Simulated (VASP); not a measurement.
A run of VASP 6.6.1:

File INCAR:

```
SYSTEM = SmAuSe3
PREC = Accurate
ENCUT = 500
EDIFF = 1E-6
ISMEAR = 0
SIGMA = 0.1
LREAL = .FALSE.
LASPH = .TRUE.
NELM = 200
ALGO = Normal
ISIF = 2
LWAVE = .FALSE.
LCHARG = .FALSE.
ISPIN = 2
MAGMOM = 0 0 0 0 1
LORBIT = 11
LMAXMIX = 6
GGA = PE
NBANDS = 32
GGA_COMPAT = .FALSE.
```

File KPOINTS:

```
regular mesh
0
G
  4 4 4
  0 0 0
```

The input POSCAR:

```
SmAuSe3
1.0
    5.0566774025      0.0000000000      0.0000000000
    0.0000000000      5.0566774025      0.0000000000
    0.0000000000      0.0000000000      5.0566774025
Sm Se Au
1 3 1
Direct
    0.0000000000      0.0000000000      0.0000000000
    0.0000000000      0.5000000000      0.5000000000
    0.5000000000      0.0000000000      0.5000000000
    0.5000000000      0.5000000000      0.0000000000
    0.5000000000      0.5000000000      0.5000000000
```

Potentials or basis: VASP PAW PBE potentials, release 64 (Sm_3, Se, Au), 4f in core.

Launch:

```console
$ cat potpaw_PBE.64/Sm_3/POTCAR potpaw_PBE.64/Se/POTCAR potpaw_PBE.64/Au/POTCAR > POTCAR
$ mpirun -np 1 vasp_std > vasp.out
```

Hardware: 1 thread of Intel(R) Xeon(R) Platinum 8259CL CPU @ 2.50GHz (Skylake/Cascade Lake), with other jobs on the host.

Q: How long does it take, and how much memory?

A: Wall time 2.2 min on 1 thread of Intel(R) Xeon(R) Platinum 8259CL CPU @ 2.50GHz (Skylake/Cascade Lake), with other jobs on the host, peak memory 0.31 GiB. Counts: scf iterations 15, k points 10.
